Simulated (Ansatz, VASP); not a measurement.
One calculation of MgO, two programs

```xyz
4
Lattice="3.1238 0.0000 0.0000 -1.5619 2.7053 0.0000 0.0000 0.0000 5.3076" Properties=species:S:1:pos:R:3 pbc="T T T"
Mg    0.0000    1.8035    0.0145
Mg    1.5619    0.9018    2.6683
O     0.0000    1.8035    1.9758
O     1.5619    0.9018    4.6296
```

Change from the starting cell: epitaxial_xy strain -5.0%.

Alike in both runs: task single point; functional PBE; k mesh 12 × 12 × 6; occupations fermi-dirac, width 0.02 eV; no spin polarisation.

```csv
,VASP,Ansatz
version,VASP 6.6.1,Ansatz 0.2.0
potentials or method,"VASP PAW PBE potentials, release 64 (Mg, O)","plane waves, PAW"
plane-wave cutoff (eV),520,420
valence electrons in the cell,16,32
```

Ansatz gave:

- gap on the k mesh at the Fermi level (eV): 3.96
- pressure (GPa): 12.0
- traceless stress, the component that is largest in VASP (GPa): -7.62
- rms of the force components (eV/Å): 0.014

Question: What did VASP give for the same quantities?

Answer: gap on the k mesh at the Fermi level (eV): 3.95; pressure (GPa): 11.7; traceless stress, the component that is largest in VASP (GPa): -7.72; rms of the force components (eV/Å): 0.016.

Atom by atom the forces differ by 0.002 eV/Å (rms over components). The functional is the same, so the differences come from potentials, cutoffs and numerics. VASP's potentials hold 16 valence electrons a cell and Ansatz's 32, so a difference there can come from the potentials and not from the codes.
